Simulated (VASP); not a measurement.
The system is H.

```
H
1.0
    -1.69153    1.69153    2.05847
     1.69153   -1.69153    2.05847
     1.69153    1.69153   -2.05847
H
2
Cartesian
  0.0000 0.0000 3.7459
  0.0000 0.0000 0.3711
```

Base run:

```yaml
Program: VASP 6.6.1
Functional: PBE
Potentials_or_basis: VASP PAW PBE potentials, release 64 (H)
Cutoff: 520 eV
k_mesh: 12 × 12 × 12
Occupations: fermi-dirac, width 0.01 eV
Spin: no spin polarisation
```

Its results: band gap on the k mesh 8.94 eV, indirect (least direct gap 9.74 eV); pressure 0.6 GPa; largest force 0.264 eV/Å.

Question: The run is repeated on the same cell with these changes: functional from PBE to LDA; potentials or basis from VASP PAW PBE potentials, release 64 (H) to VASP PAW LDA potentials, release 64 (H). What comes out?

Answer: Band gap on the k mesh 8.30 eV, indirect (least direct gap 9.17 eV); pressure 0.7 GPa; largest force 0.971 eV/Å.

A k mesh can miss the band edges.
